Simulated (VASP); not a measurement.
A run of VASP 6.6.1 is set up as follows.

The input INCAR:

```
PREC = Accurate ; ENCUT = 520
EDIFF = 1E-6 ; ISMEAR = 0
SIGMA = 0.01 ; LREAL = False
LASPH = True ; NELM = 60
ALGO = Normal ; ISIF = 2
LWAVE = False ; LCHARG = False
NBANDS = 16
```

The input KPOINTS:

```
Automatic mesh
0
Gamma
  8 8 8
```

POSCAR

```
CdS
1.0
    2.9086064719      2.9086064719      0.0000000000
   -2.9086064719      2.9086064719      0.0000000000
    0.0000000000      2.9086064719      2.9086064719
Cd S
1 1
Direct
    0.0000000000      0.0000000000      0.0000000000
    0.7500000000      0.2500000000      0.5000000000
```

Potentials or basis: VASP PAW LDA potentials, release 64 (Cd, S).

Launch:

```bash
$ cat potpaw_LDA.64/Cd/POTCAR potpaw_LDA.64/S/POTCAR > POTCAR
$ mpirun -np 1 vasp_std > vasp.out
```

(1) What does it give for the pressure?

(2) What does it give for the band gap on the k mesh?

Results:

(1) -1.5 GPa.

(2) 0.91 eV, direct.
